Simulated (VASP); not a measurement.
# Bi: single point with PBE

Bi:

```xyz
1
Lattice="2.9904 0.0000 0.0000 -1.4952 2.5897 0.0000 0.0000 0.0000 2.8356" Properties=species:S:1:pos:R:3 pbc="T T T"
Bi    0.0000    0.0000    0.0000
```

This isn't the form of Bi at room conditions, which is rhombohedral.

* Program: VASP 6.6.1
* Task: single point
* Functional: PBE
* Potentials or basis: VASP PAW PBE potentials, release 64 (Bi_d)
* Cutoff: 520 eV
* k mesh: 14 × 14 × 13
* Occupations: fermi-dirac, width 0.1 eV
* Spin: no spin polarisation

```
Pressure               : 56.8 GPa
Band gap on the k mesh : zero (an odd number of electrons rules out a gap without spin polarisation)
```

Stress tensor (GPa, compression positive):
```
56.89  0.00  0.00
 0.00 56.89  0.00
 0.00  0.00 56.74
```

Levels at points of the mesh, in eV from the Fermi level:
| k point | band 3 | band 4 | band 5 | band 6 | band 7 | band 8 | band 9 | band 10 | band 11 | band 12 |
| --- | --- | --- | --- | --- | --- | --- | --- | --- | --- | --- |
| (0.00, 0.00, 0.00) | -23.81 | -23.27 | -23.27 | -17.07 | 3.66 | 6.46 | 6.46 | 8.64 | 8.70 | 12.11 |
| (0.50, 0.00, 0.00) | -23.53 | -23.33 | -23.20 | -12.01 | -8.10 | 1.60 | 6.68 | 8.46 | 9.99 | 14.52 |

Wall time 46 s on 1 thread of Intel Xeon 8259CL, on a shared host, peak memory 0.17 GiB.

Caveat: the cell stands under pressure; spin-orbit coupling is left out, which moves the levels of the heavy elements.
